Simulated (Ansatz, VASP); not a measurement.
# PtSe2 in VASP and in Ansatz

```
Pt Se
1.0
     3.32001    0.00000    0.00000
     0.00000    3.32001    0.00000
     0.00000    0.00000    5.68808
Pt Se
1 2
Cartesian
  1.6600 1.6600 0.0000
  0.0000 0.0000 1.4907
  0.0000 0.0000 4.1973
```

Alike in both runs: task single point; functional PBE; k mesh 6 × 6 × 4; occupations gaussian, width 0.1 eV; collinear spin.

```csv
,VASP,Ansatz
version,VASP 6.6.1,Ansatz 0.2.0
potentials or method,"VASP PAW PBE potentials, release 64 (Pt, Se), cutoff 520 eV","scalar-relativistic, plane waves, PAW"
valence electrons in the cell,22,50
```

VASP gave:

| Item | Value |
| --- | --- |
| gap on the k mesh at the Fermi level (eV) | none |
| pressure (GPa) | -0.1 |
| rms of the force components (eV/Å) | 0.017 |
| net moment per atom (μB) | 0.00 |

Q: What did Ansatz give for the same quantities?

A: gap on the k mesh at the Fermi level (eV): none; pressure (GPa): 0.0; rms of the force components (eV/Å): 0.018; net moment per atom (μB): 0.00.

Atom by atom the forces differ by 0.000 eV/Å (rms over components). A gap of «none» marks a metal or a gap that the smearing closes. VASP's potentials hold 22 valence electrons a cell and Ansatz's 50, so a difference there can come from the potentials and not from the codes. Ansatz's warnings: seeded moment not kept.

Spin-orbit coupling is off throughout.
